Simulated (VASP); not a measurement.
Input of a VASP 6.6.1 run:

The input INCAR:

```
  PREC = Accurate
  ENCUT = 520
  EDIFF = 1E-7
  ISMEAR = 0
  SIGMA = 0.03
  LREAL = F
  LASPH = T
  NELM = 80
  ALGO = Normal
  ISIF = 2
  LWAVE = F
  LCHARG = F
  NBANDS = 26
```

KPOINTS

```
Automatic mesh
0
Gamma
  10 10 10
```

File POSCAR:

```
AgCl
1.0
    1.7605934373     -5.2289563148      0.0000000000
    1.7605934373      5.2289563148      0.0000000000
    0.0000000000      0.0000000000      4.4311926300
Ag Cl
2 2
Direct
    0.3965554000      0.6034446000      0.7500000000
    0.6034446000      0.3965554000      0.2500000000
    0.8654487300      0.1345512700      0.2500000000
    0.1345512700      0.8654487300      0.7500000000
```

Potentials or basis: VASP PAW LDA potentials, release 64 (Ag, Cl).

The run is started by

```console
$ cat potpaw_LDA.64/Ag/POTCAR potpaw_LDA.64/Cl/POTCAR > POTCAR
$ mpirun -np 1 vasp_std > vasp.out
```

(1) Estimate the largest force.

(2) Estimate the band gap on the k mesh.

(3) Predict the pressure.

## Answers

(1) 0.095 eV/Å.

(2) 0.37 eV (least direct gap 1.21 eV).

(3) -6.9 GPa.

Caveat: the cell stands under tension; semilocal functionals underestimate gaps, and a narrow one can read as zero.
